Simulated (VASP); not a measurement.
ZrN, 2 atoms in the cell. Symmetry: Fm-3m, No. 225, cubic system. Conventional cell: a = 4.587 Å, b = 4.587 Å, c = 4.587 Å, α = 90.00°, β = 90.00°, γ = 90.00°. Zr (site symmetry m-3m) has 6 N at 2.29 Å within 3.0 Å. Within 3.0 Å of N (site symmetry m-3m) lie 6 Zr at 2.29 Å. 

```yaml
Program: VASP 6.6.1
Task: single point
Functional: r2SCAN
Potentials_or_basis: VASP PAW PBE potentials, release 64 (Zr_sv, N)
Cutoff: 660 eV
k_mesh: 8 × 8 × 8
Occupations: gaussian, width 0.05 eV
Spin: no spin polarisation
Dipole_correction: no
Further_INCAR_settings: ALGO = Normal; EDIFF = 1e-06; NBANDS = 16
```

Potentials or basis: VASP PAW PBE potentials, release 64 (Zr_sv, N).

Launch:

```bash
$ cat potpaw_PBE.64/Zr_sv/POTCAR potpaw_PBE.64/N/POTCAR > POTCAR
$ cp INCAR.step1 INCAR
$ mpirun -np 1 vasp_std > vasp.out
$ cp INCAR.step2 INCAR
$ mpirun -np 1 vasp_std > vasp.out
```

Hardware: 1 thread of Intel(R) Xeon(R) 6975P-C (Granite Rapids) (shared host).

Problem. Estimate the wall time of this run.

Solution. Run time: 40 s on 1 thread of Intel(R) Xeon(R) 6975P-C (Granite Rapids), with other jobs on the host, peak memory 0.17 GiB. Counts: k points 29.
